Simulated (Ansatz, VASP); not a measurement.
## Two plane-wave programs on MgTe

```
Mg Te
1.0
     4.54000    0.00000    0.00000
    -2.27000    3.93176    0.00000
     0.00000    0.00000    7.39500
Mg Te
2 2
Direct
  0.33333 0.66667 0.00000
  0.66667 0.33333 0.50000
  0.33333 0.66667 0.37000
  0.66667 0.33333 0.87000
```

Alike in both runs: task relaxation of cell and atoms; functional PBEsol; k mesh 9 × 9 × 4; occupations gaussian, width 0.02 eV; no spin polarisation.

|  | VASP | Ansatz |
| --- | --- | --- |
| version | VASP 6.6.1 | Ansatz 0.2.0 |
| potentials or method | VASP PAW PBE potentials, release 64 (Mg, Te), cutoff 600 eV | scalar-relativistic, plane waves, PAW |
| valence electrons in the cell | 16 | 52 |

|  | VASP | Ansatz | Ansatz less VASP |
| --- | --- | --- | --- |
| gap on the k mesh at the Fermi level, each at its own relaxed structure (eV) | 2.39 | 2.39 | +0.002 |
| relaxed volume (Å³/atom) | 33.42 | 33.38 | -0.042 |
| relaxed cell length with the largest relative difference (Å) | 7.417 | 7.412 | -0.0046 |

VASP's potentials were made for PBE, not for PBEsol. VASP's potentials hold 16 valence electrons a cell and Ansatz's 52, so a difference there can come from the potentials and not from the codes.

Spin-orbit coupling is off throughout.
